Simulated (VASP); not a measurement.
# NaF (Fm-3m) in VASP: further runs, part 2 of 2

VASP 6.6.1.

### 4 Single point, PBEsol

This run uses another cell than the first one, of 11.99 Å³/atom.

File INCAR:

```
SYSTEM = NaF
PREC = Accurate ; ENCUT = 600
EDIFF = 1E-6 ; ISMEAR = 0
SIGMA = 0.01 ; LREAL = .False.
LASPH = .True. ; NELM = 120
ALGO = Normal ; ISIF = 2
LWAVE = .False. ; LCHARG = .False.
GGA = PS ; NBANDS = 14
GGA_COMPAT = .False.
```

File KPOINTS:

```
Automatic mesh
0
Gamma
  8 8 8
  0 0 0
```

File POSCAR:

```
NaF
1.0
    0.0000000000      2.2886448050      2.2886448050
    2.2886448050      0.0000000000      2.2886448050
    2.2886448050      2.2886448050      0.0000000000
Na F
1 1
Direct
    0.0000000000      0.0000000000      0.0000000000
    0.5000000000      0.5000000000      0.5000000000
```

Potentials or basis: VASP PAW PBE potentials, release 64 (Na_pv, F).

Started as:

```bash
$ cat potpaw_PBE.64/Na_pv/POTCAR potpaw_PBE.64/F/POTCAR > POTCAR
$ mpirun -np 1 vasp_std > vasp.out
```

OUTCAR:

```text
SYSTEM = NaF
   PREC = Accurate
   ENCUT = 600
   EDIFF = 1E-6
   ISMEAR = 0
   LREAL = .False.
   LASPH = .True.
   NELM = 120
   ISIF = 2
   GGA = PS

 ion  position               nearest neighbor table
   1  0.000  0.000  0.000-   2 2.29   2 2.29   2 2.29   2 2.29   2 2.29   2 2.29
   2  0.500  0.500  0.500-   1 2.29   1 2.29   1 2.29   1 2.29   1 2.29   1 2.29

  LATTYP: Found a face centered cubic cell.
 ALAT       =     4.5772896100

  Lattice vectors:

 A1 = (   0.0000000000,   2.2886448050,   2.2886448050)
 A2 = (   2.2886448050,   0.0000000000,   2.2886448050)
 A3 = (   2.2886448050,   2.2886448050,   0.0000000000)

Analysis of symmetry for initial positions (statically):
=====================================================================
 Subroutine PRICEL returns:
 Original cell was already a primitive cell.

 Routine SETGRP: Setting up the symmetry group for a
 face centered cubic supercell.

 Subroutine GETGRP returns: Found 48 space group operations
 (whereof 48 operations were pure point group operations)
 out of a pool of 48 trial point group operations.

The static configuration has the point symmetry O_h .

Analysis of symmetry for dynamics (positions and initial velocities):
=====================================================================
 Subroutine PRICEL returns:
 Original cell was already a primitive cell.

 Routine SETGRP: Setting up the symmetry group for a
 face centered cubic supercell.

 Subroutine GETGRP returns: Found 48 space group operations
 (whereof 48 operations were pure point group operations)
 out of a pool of 48 trial point group operations.

The dynamic configuration has the point symmetry O_h .

 Subroutine INISYM returns: Found 48 space group operations
 (whereof 48 operations are pure point group operations),
 and found     1 'primitive' translations

----------------------------------------------------------------------------------------

                                     Primitive cell

  volume of cell :      23.9754

  direct lattice vectors                    reciprocal lattice vectors
     0.000000000  2.288644805  2.288644805    -0.218469899  0.218469899  0.218469899
     2.288644805  0.000000000  2.288644805     0.218469899 -0.218469899  0.218469899
     2.288644805  2.288644805  0.000000000     0.218469899  0.218469899 -0.218469899

  length of vectors
     3.236632523  3.236632523  3.236632523     0.378400965  0.378400965  0.378400965

  position of ions in fractional coordinates (direct lattice)
     0.000000000  0.000000000  0.000000000
     0.500000000  0.500000000  0.500000000

  ion indices of the primitive-cell ions
   primitive index   ion index
                 1           1
                 2           2

----------------------------------------------------------------------------------------

 KPOINTS: Automatic mesh

Automatic generation of k-mesh.
 Grid dimensions read from file:
 generate k-points for:    8    8    8

 Generating k-lattice:

  Cartesian coordinates                     Fractional coordinates (reciprocal lattice)
    -0.027308737  0.027308737  0.027308737     0.125000000  0.000000000  0.000000000
     0.027308737 -0.027308737  0.027308737     0.000000000  0.125000000  0.000000000
     0.027308737  0.027308737 -0.027308737     0.000000000  0.000000000  0.125000000

  Length of vectors
     0.047300121  0.047300121  0.047300121

  Shift w.r.t. Gamma in fractional coordinates (k-lattice)
     0.000000000  0.000000000  0.000000000

 Subroutine IBZKPT returns following result:
 ===========================================

 Found     29 irreducible k-points:

 Following reciprocal coordinates:
            Coordinates               Weight
  0.000000  0.000000  0.000000      1.000000
  0.125000  0.000000  0.000000      8.000000
  0.250000  0.000000  0.000000      8.000000
  0.375000  0.000000  0.000000      8.000000
  0.500000  0.000000  0.000000      4.000000
  0.125000  0.125000  0.000000      6.000000
[... 16 lines left out ...]
  0.500000  0.250000  0.125000     48.000000
 -0.375000  0.250000  0.125000     24.000000
 [... further k-points ...]
   k-points           NKPTS =     29   k-points in BZ     NKDIM =     29   number of bands    NBANDS=     14
   number of dos      NEDOS =    301   number of ions     NIONS =      2
   total plane-waves  NPLWV =  21952
   dimension x,y,z NGX =    28 NGY =   28 NGZ =   28
   dimension x,y,z NGXF=    56 NGYF=   56 NGZF=   56
   ions per type =               1   1
   NGX,Y,Z   is equivalent  to a cutoff of  14.38, 14.38, 14.38 a.u.
   NGXF,Y,Z  is equivalent  to a cutoff of  28.76, 28.76, 28.76 a.u.
 SYSTEM =  NaF
   PREC   = accura    normal or accurate (medium, high low for compatibility)
   ISTART =      0    job   : 0-new  1-cont  2-samecut
   ICHARG =      2    charge: 1-file 2-atom 10-const
   ISPIN  =      1    spin polarized calculation?
   LNONCOLLINEAR =      F non collinear calculations
   LSORBIT =      F    spin-orbit coupling
   LASPH  =      T    aspherical Exc in radial PAW
   ENCUT  =  600.0 eV  44.10 Ry    6.64 a.u.   6.46  6.46  6.46*2*pi/ulx,y,z
   NELM   =    120;   NELMIN=  2; NELMDL= -5     # of ELM steps
   EDIFF  = 0.1E-05   stopping-criterion for ELM
   LREAL  =      F    real-space projection
   EDIFFG = 0.1E-04   stopping-criterion for IOM
   NSW    =      0    number of steps for IOM
   IBRION =     -1    ionic relax: 0-MD 1-quasi-New 2-CG
   NFREE  =      0    steps in history (QN), initial steepest desc. (CG)
   ISIF   =      2    stress and relaxation
   ISYM   =      2    0-nonsym 1-usesym 2-fastsym
   POTIM  = 0.5000    time-step for ionic-motion
   TEBEG  =    0.0;   TEEND  =   0.0 temperature during run
   PSTRESS=    0.0 pullay stress
   NELECT =      14.0000    total number of electrons
   NUPDOWN=      -1.0000    fix difference up-down
   EMIN   =  10.00;   EMAX   =-10.00  energy-range for DOS
   EFERMI =   0.00;   METHOD = LEGACY
   ISMEAR =     0;   SIGMA  =   0.01  broadening in eV -4-tet -1-fermi 0-gaus
   EFERMI_NEDOS =   21; number of points for ismear=-14 and -15
   IALGO  =     38    algorithm
   IMIX   =      4    mixing-type and parameters
     AMIX     =   0.40;   BMIX     =  1.00
     AMIX_MAG =   1.60;   BMIX_MAG =  1.00
  volume/ion in A,a.u.               =      11.99        80.90
  Fermi-wavevector in a.u.,A,eV,Ry     =   1.368346  2.585798 25.475134  1.872370
  Thomas-Fermi vector in A             =   2.494318
   LORBIT       =      0    0 simple, 1 ext, 2 COOP (PROOUT), +10 PAW based schemes
   GGA     = PS    functional components
   LHFCALC =     F    Hartree Fock is set to
   AEXX    =    0.0000 exact exchange contribution
   IVDW    =     0    specifies the selected vdW correction
   LEPSILON=     F    determine dielectric tensor
   LRPA    =     F    only Hartree local field effects (RPA)
 non-spin polarized calculation
 Gauss-broadening in eV      SIGMA  =   0.01
  energy-cutoff  :      600.00
  volume of cell :       23.98
 maximum number of plane-waves:       821
 NGX is ok and might be reduce to    28
   NGX = 13   NGY = 13   NGZ = 13

 number of electron      14.0000000 magnetization

 Free energy of the ion-electron system (eV)
  ---------------------------------------------------
  ext. energy  EPLUGINS =         0.00000000
  ---------------------------------------------------
  free energy    TOTEN  =        -8.76481905 eV

  energy without entropy =       -8.76481905  energy(sigma->0) =       -8.76481905

 E-fermi :  -1.9141     XC(G=0):  -9.5202

 val. band max:       -2.0164187284   @ k =   0.0000   0.0000   0.0000
 cond. band min:       4.3415773923   @ k =   0.0000   0.0000   0.0000
 fundamental gap:      6.3579961206
 Fermi energy:        -1.9140732327

 k-point     1 :       0.0000    0.0000    0.0000
  band No.  band energies     occupation
      1     -21.1390      2.00000
      2     -20.6760      2.00000
      3     -20.6760      2.00000
      4     -20.6760      2.00000
      5      -2.0164      2.00000
      6      -2.0164      2.00000
      7      -2.0164      2.00000
      8       4.3416      0.00000
      9      17.0866      0.00000
     10      17.0866      0.00000
     11      17.0866      0.00000
     12      19.8468      0.00000
     13      22.2772      0.00000
     14      22.2772      0.00000
[... 375 lines left out ...]
 k-point    24 :      -0.3750    0.2500    0.1250
  band No.  band energies     occupation
      1     -21.5463      2.00000
      2     -20.7396      2.00000
      3     -20.7121      2.00000
      4     -20.0823      2.00000
      5      -3.4165      2.00000
      6      -2.6359      2.00000
      7      -2.3799      2.00000
      8       9.8370      0.00000
      9      10.8438      0.00000
     10      15.3862      0.00000
     11      17.2638      0.00000
     12      20.4408      0.00000
     13      21.5390      0.00000
     14      26.4764      0.00000

 [... further k-points ...]
[... 5 lines left out ...]
  --------------------------------------------------------------------------------------
  -------------------------------------------------------------------------------------
  Total        0.2458823      0.2458823      0.2458823      0.0000000      0.0000000     -0.0000000
  in kB       16.4313301     16.4313301     16.4313301      0.0000000      0.0000000     -0.0000000
  external PRESSURE =      16.4313301 kB  Pullay stress =       0.0000000 kB

 VOLUME and BASIS-vectors are now :
 -----------------------------------------------------------------------------
  energy-cutoff  :      600.00
  volume of cell :       23.98
      direct lattice vectors                 reciprocal lattice vectors
     0.000000000  2.288644805  2.288644805    -0.218469899  0.218469899  0.218469899
     2.288644805  0.000000000  2.288644805     0.218469899 -0.218469899  0.218469899
     2.288644805  2.288644805  0.000000000     0.218469899  0.218469899 -0.218469899

 POSITION                                       TOTAL-FORCE (eV/Angst)
 -----------------------------------------------------------------------------------
      0.00000      0.00000      0.00000         0.000000      0.000000      0.000000
      2.28864      2.28864      2.28864        -0.000000     -0.000000     -0.000000
 -----------------------------------------------------------------------------------
    total drift:                                0.000000      0.000000      0.000000

  FREE ENERGIE OF THE ION-ELECTRON SYSTEM (eV)
  ---------------------------------------------------
  free  energy   TOTEN  =        -8.7648190512 eV

  energy  without entropy=       -8.7648190512  energy(sigma->0) =       -8.76481905
```

Run time: 28 s. Hardware: 1 thread of AMD EPYC 7R43 (Zen 3), shared host; peak memory 0.11 GiB.

Results:

| Quantity | Value |
| --- | --- |
| Free energy | -8.7648 eV |
| Pressure | 1.6 GPa |
| Band gap on the k mesh | 6.36 eV |

Levels at points of the mesh, in eV from the valence-band top:
```csv
k point,band 5,band 6,band 7,band 8,band 9,band 10
"(0.00, 0.00, 0.00)",0.00,0.00,0.00,6.36,19.10,19.10
"(0.50, 0.00, 0.00)",-1.70,-0.28,-0.28,10.83,12.65,20.38
"(0.50, 0.50, 0.00)",-1.36,-0.43,-0.43,13.22,13.28,13.89
```

Caveat: the PAW data sets were made with another functional, which shifts forces and pressure a little.

### 5 Single point, PBEsol

This run uses another cell than the first one, of 12.49 Å³/atom.

File INCAR:

```
  ALGO = Normal
  EDIFF = 1E-6
  ENCUT = 600
  GGA = PS
  GGA_COMPAT = F
  ISIF = 2
  ISMEAR = 0
  LASPH = T
  LCHARG = T
  LELF = T
  LREAL = F
  LVHAR = T
  LWAVE = F
  NBANDS = 14
  NELM = 120
  PREC = Accurate
  SIGMA = 0.01
```

File KPOINTS:

```
k-points
0
Gamma
  8 8 8
```

File POSCAR:

```
NaF
1.0
    0.0000000000      2.3200000000      2.3200000000
    2.3200000000      0.0000000000      2.3200000000
    2.3200000000      2.3200000000      0.0000000000
Na F
1 1
Direct
    0.0000000000      0.0000000000      0.0000000000
    0.5000000000      0.5000000000      0.5000000000
```

Potentials or basis: VASP PAW PBE potentials, release 64 (Na_pv, F).

Started as:

```bash
$ cat potpaw_PBE.64/Na_pv/POTCAR potpaw_PBE.64/F/POTCAR > POTCAR
$ mpirun -np 1 vasp_std > vasp.out
```

OUTCAR:

```text
EDIFF = 1E-6
   ENCUT = 600
   GGA = PS
   ISIF = 2
   ISMEAR = 0
   LASPH = T
   LREAL = F
   NELM = 120
   PREC = Accurate

 ion  position               nearest neighbor table
   1  0.000  0.000  0.000-   2 2.32   2 2.32   2 2.32   2 2.32   2 2.32   2 2.32
   2  0.500  0.500  0.500-   1 2.32   1 2.32   1 2.32   1 2.32   1 2.32   1 2.32

  LATTYP: Found a face centered cubic cell.
 ALAT       =     4.6400000000

  Lattice vectors:

 A1 = (   0.0000000000,   2.3200000000,   2.3200000000)
 A2 = (   2.3200000000,   0.0000000000,   2.3200000000)
 A3 = (   2.3200000000,   2.3200000000,   0.0000000000)

Analysis of symmetry for initial positions (statically):
=====================================================================
 Subroutine PRICEL returns:
 Original cell was already a primitive cell.

 Routine SETGRP: Setting up the symmetry group for a
 face centered cubic supercell.

 Subroutine GETGRP returns: Found 48 space group operations
 (whereof 48 operations were pure point group operations)
 out of a pool of 48 trial point group operations.

The static configuration has the point symmetry O_h .

Analysis of symmetry for dynamics (positions and initial velocities):
[... 167 lines left out ...]
 k-point     1 :       0.0000    0.0000    0.0000
  band No.  band energies     occupation
      1     -21.2461      2.00000
      2     -20.9746      2.00000
      3     -20.9746      2.00000
      4     -20.9746      2.00000
      5      -2.1952      2.00000
      6      -2.1952      2.00000
      7      -2.1952      2.00000
      8       3.9468      0.00000
      9      16.6226      0.00000
     10      16.6226      0.00000
     11      16.6226      0.00000
     12      19.2981      0.00000
     13      21.6810      0.00000
     14      21.6810      0.00000
[... 377 lines left out ...]
      1     -21.6940      2.00000
      2     -21.0301      2.00000
      3     -21.0062      2.00000
      4     -20.3589      2.00000
      5      -3.5207      2.00000
      6      -2.7797      2.00000
      7      -2.5345      2.00000
      8       9.3936      0.00000
      9      10.3437      0.00000
     10      14.7807      0.00000
     11      16.6120      0.00000
     12      19.8029      0.00000
     13      20.8629      0.00000
     14      25.6486      0.00000

 [... further k-points ...]
[... 5 lines left out ...]
  --------------------------------------------------------------------------------------
  -------------------------------------------------------------------------------------
  Total       -0.0781111     -0.0781111     -0.0781111      0.0000000      0.0000000     -0.0000000
  in kB       -5.0110561     -5.0110561     -5.0110561      0.0000000      0.0000000     -0.0000000
  external PRESSURE =      -5.0110561 kB  Pullay stress =       0.0000000 kB

 VOLUME and BASIS-vectors are now :
 -----------------------------------------------------------------------------
  energy-cutoff  :      600.00
  volume of cell :       24.97
      direct lattice vectors                 reciprocal lattice vectors
     0.000000000  2.320000000  2.320000000    -0.215517241  0.215517241  0.215517241
     2.320000000  0.000000000  2.320000000     0.215517241 -0.215517241  0.215517241
     2.320000000  2.320000000  0.000000000     0.215517241  0.215517241 -0.215517241

 POSITION                                       TOTAL-FORCE (eV/Angst)
 -----------------------------------------------------------------------------------
      0.00000      0.00000      0.00000        -0.000000     -0.000000     -0.000000
      2.32000      2.32000      2.32000         0.000000      0.000000      0.000000
 -----------------------------------------------------------------------------------
    total drift:                                0.000000      0.000000      0.000000

  FREE ENERGIE OF THE ION-ELECTRON SYSTEM (eV)
  ---------------------------------------------------
  free  energy   TOTEN  =        -8.7706304056 eV

  energy  without entropy=       -8.7706304056  energy(sigma->0) =       -8.77063041
```

Wall time 31 s (1 thread of AMD EPYC 7R43 (Zen 3), shared host); peak memory 0.12 GiB.

Results:

```
Free energy            : -8.7706 eV
Pressure               : -0.5 GPa
Band gap on the k mesh : 6.14 eV
```

Caveat: the PAW data sets were made with another functional, which shifts forces and pressure a little.

### 6 Single point, PBEsol

This run uses another cell than the first one, of 12.99 Å³/atom.

File INCAR:

```
SYSTEM = NaF
PREC = Accurate
ENCUT = 600
EDIFF = 1E-6
ISMEAR = 0
SIGMA = 0.01
LREAL = .False.
LASPH = .True.
NELM = 120
ALGO = Normal
ISIF = 2
LWAVE = .False.
LCHARG = .False.
GGA = PS
NBANDS = 14
GGA_COMPAT = .False.
```

File KPOINTS:

```
regular mesh
0
Gamma
  8 8 8
  0 0 0
```

File POSCAR:

```
NaF
1.0
    0.0000000000      2.3505298169      2.3505298169
    2.3505298169      0.0000000000      2.3505298169
    2.3505298169      2.3505298169      0.0000000000
Na F
1 1
Direct
    0.0000000000      0.0000000000      0.0000000000
    0.5000000000      0.5000000000      0.5000000000
```

Potentials or basis: VASP PAW PBE potentials, release 64 (Na_pv, F).

Started as:

```bash
$ cat potpaw_PBE.64/Na_pv/POTCAR potpaw_PBE.64/F/POTCAR > POTCAR
$ mpirun -np 1 vasp_std > vasp.out
```

Wall time 24 s (1 thread of AMD EPYC 7R43 (Zen 3), shared host); peak memory 0.11 GiB.

The run converged. Its results:

* Free energy: -8.7644 eV
* Pressure: -2.2 GPa
* Band gap on the k mesh: 5.95 eV

Levels at points of the mesh, in eV from the valence-band top:
```tsv
k point	band 4	band 5	band 6	band 7	band 8	band 9	band 10	band 11
(0.00, 0.00, 0.00)	-18.90	0.00	0.00	0.00	5.95	18.54	18.54	18.54
(0.50, 0.00, 0.00)	-18.12	-1.53	-0.24	-0.24	10.35	11.98	19.53	19.53
(0.50, 0.50, 0.00)	-18.76	-1.23	-0.39	-0.39	12.63	12.95	13.12	19.10
```

Caveat: the PAW data sets were made with another functional, which shifts forces and pressure a little. PBEsol gaps usually lie below the measured ones, often by a third to a half.

### 7 The runs side by side

```csv
cell,gap on the mesh (eV),pressure (GPa)
"a = 3.144 Å, angles 60.0°, 2 atoms",6.86,7.8
"a = 3.191 Å, angles 60.0°, 2 atoms",6.60,4.4
"a = 3.237 Å, angles 60.0°, 2 atoms",6.36,1.6
"a = 3.281 Å, angles 60.0°, 2 atoms",6.14,-0.5
"a = 3.324 Å, angles 60.0°, 2 atoms",5.95,-2.2
```

Alike in all rows: task single point; level PBEsol; potentials or basis VASP PAW PBE potentials, release 64 (Na_pv, F); no spin polarisation; k mesh 8 × 8 × 8; cutoff (eV) 600; smearing gaussian 0.01 eV.

Caveats: the PAW data sets were made with another functional, which shifts forces and pressure a little; the cell stands under pressure (at least some runs).

Total energies depend on the potentials used, so only differences within one code and one set of settings carry meaning.
